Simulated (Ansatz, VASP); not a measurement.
**One calculation of TaN, two programs**

```
CELL_PARAMETERS angstrom
-0.04358 2.15721 2.15721
2.15721 -0.04358 2.15721
2.15721 2.15721 -0.04358
ATOMIC_POSITIONS crystal
Ta 0.50000 0.50000 0.50000
N 0.00000 0.00000 0.00000
```

Change from the starting cell: equal xy, yz and zx shear strains of -2 %, PAW files.

Alike in both runs: task electric field gradients; functional PBEsol; k mesh 9 × 9 × 9; occupations fermi-dirac, width 0.02 eV; no spin polarisation.

|  | VASP | Ansatz |
| --- | --- | --- |
| version | VASP 6.6.1 | Ansatz 0.2.0 |
| potentials or method | VASP PAW PBE potentials, release 64 (Ta_sv_GW, N) | PAW with Ansatz's default frozen-core files, scalar-relativistic |
| plane-wave cutoff (eV) | 520 | 420 |
| valence electrons in the cell | 18 | 18 |

Ansatz gave:

| Quantity | Value |
| --- | --- |
| pressure (GPa) | 4.5 |
| traceless stress, the component that is largest in VASP (GPa) | 0.88 |
| size of Vzz on the site where it differs most (V/Å²) | 2.1 |

Q: Estimate VASP's values.

A: Pressure (GPa): 4.3; traceless stress, the component that is largest in VASP (GPa): 0.87; size of Vzz on the site where it differs most (V/Å²): 4.8.

VASP's potentials were made for PBE, not for PBEsol.

Spin-orbit coupling is off throughout.
